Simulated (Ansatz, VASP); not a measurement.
Two plane-wave programs on ScAl3N4

```xyz
32
Lattice="6.4682 0.0000 0.0000 -3.2341 5.6106 -0.0012 0.0000 -0.0022 10.2326" Properties=species:S:1:pos:R:3 pbc="T T T"
Al    0.0000    1.8799   -0.0058
Al   -1.5860    4.6861    0.0115
Al   -1.5884    4.6899    5.1139
Al    3.2341    1.8439    0.0122
Al    1.5860    4.6861    0.0115
Al    1.5884    4.6899    5.1139
Al    1.6274    0.9070    2.4889
Al    1.6258    0.9284    7.7490
Al    0.0000    3.7774    2.5280
Al    0.0000    3.7673    7.6960
Al    4.8408    0.9070    2.4889
Al    4.8424    0.9284    7.7490
Sc    0.0000    1.8494    5.0737
Sc    3.2341    1.7965    5.1019
Sc    3.2341    3.7634    2.4956
Sc    3.2341    3.7707    7.6620
N     0.0000    1.8842    1.9517
N     0.0000    1.8699    7.2081
N    -1.5160    4.7212    1.8960
N    -1.5109    4.7519    7.0490
N     3.2341    1.7695    1.9352
N     3.2341    1.7743    7.2007
N     1.5160    4.7212    1.8960
N     1.5109    4.7519    7.0490
N     1.6044    0.8125    4.3865
N     1.6101    0.9275    9.6716
N     0.0000    3.8354    4.4559
N     0.0000    3.7426    9.6263
N     4.8638    0.8125    4.3865
N     4.8580    0.9275    9.6716
N     3.2341    3.8196    4.6500
N     3.2341    3.7431    9.7995
```

Alike in both runs: functional PBE; k mesh 3 × 3 × 2; no spin polarisation.

Ansatz relaxed the structure, and its values are those at the end. VASP's run is a single point on that final structure, the one shown.

|  | VASP | Ansatz |
| --- | --- | --- |
| version | VASP 6.6.1 | Ansatz 0.2.0 |
| potentials or method | VASP PAW PBE potentials, release 64 (Al, Sc_sv, N), cutoff 520 eV | scalar-relativistic, plane waves, PAW |
| occupations | gaussian, width 0.01 eV | fixed |
| valence electrons in the cell | 160 | 160 |

|  | VASP | Ansatz | Ansatz less VASP |
| --- | --- | --- | --- |
| gap on the k mesh at the Fermi level (eV) | 3.64 | 3.63 | -0.006 |
| least direct gap on the mesh (eV) | 3.64 | 3.63 | -0.006 |
| pressure (GPa) | -0.7 | -0.8 | -0.09 |
| rms of the force components (eV/Å) | 0.024 | 0.000 | -0.0237 |

Ansatz's warnings: stress scf threshold loose.
